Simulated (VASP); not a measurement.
Input of a VASP 6.6.1 run:

File INCAR:

```
SYSTEM = CoO
PREC = Accurate
ENCUT = 520
EDIFF = 1E-8
ISMEAR = -1
SIGMA = 0.05
LREAL = .FALSE.
LASPH = .TRUE.
NELM = 150
ALGO = Normal
ISIF = 2
LWAVE = .FALSE.
LCHARG = .FALSE.
ISPIN = 2
MAGMOM = 2 0
LORBIT = 11
LMAXMIX = 4
GGA = PS
IBRION = 8
NSW = 1
```

Contents of KPOINTS:

```
regular mesh
0
G
  8 8 8
  0 0 0
```

The input POSCAR:

```
CoO
1.0
    1.5054695445      0.8691832468      2.4399269062
   -1.5054695445      0.8691832468      2.4399269062
    0.0000000000     -1.7383664936      2.4399269062
Co O
1 1
Direct
    0.0000000000      0.0000000000      0.0000000000
    0.5000000000      0.5000000000      0.5000000000
```

Potentials or basis: VASP PAW PBE potentials, release 64 (Co, O).

Run with:

```sh
$ cat potpaw_PBE.64/Co/POTCAR potpaw_PBE.64/O/POTCAR > POTCAR
$ mpirun -np 1 vasp_std > vasp.out
```

Q: What does it give for the highest phonon frequency at Γ, LO-TO splitting left out?

A: 80 cm⁻¹.

Q: Predict the site moments.

A: Co +2.53; O +0.30 μB.

Q: Estimate the net moment.

A: 2.88 μB per cell.

Phonon frequencies in cm⁻¹ (negative: imaginary):
| q point | frequencies |
| --- | --- |
| (0.000, 0.000, 0.000) | -2 0 0 52 80 80 |

Caveat: the cell stands under pressure or tension, which shifts response properties; a cell with one magnetic atom can't hold antiferromagnetic order, which such compounds often take.
